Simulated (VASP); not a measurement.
The system is Ti.

```xyz
1
Lattice="14.0000 0.0000 0.0000 0.0000 14.4000 0.0000 0.0000 0.0000 14.8000" Properties=species:S:1:pos:R:3 pbc="T T T"
Ti    7.0000    7.2000    7.4000
```

Base run:

```yaml
Program: VASP 6.6.1
Functional: PBE0
Potentials_or_basis: VASP PAW PBE potentials, release 64 (Ti_sv)
Cutoff: 520 eV
k_mesh: 1 × 1 × 1
Occupations: fermi-dirac, width 0.01 eV
Spin: collinear spin
Starting_moments: "[4.0] μB"
```

Its results: band gap on the k mesh 2.88 eV; pressure 0.0 GPa; net moment 4.00 μB per cell; site moments Ti +2.43 μB.

Task: The run is repeated on the same cell with these changes: functional from PBE0 to HSE06. What comes out?

Result: Band gap on the k mesh 2.16 eV; pressure 0.0 GPa; net moment 4.00 μB per cell; site moments Ti +2.43 μB.

Caveats: the PAW data sets were made with another functional, which shifts forces and pressure a little.

A k mesh can miss the band edges.
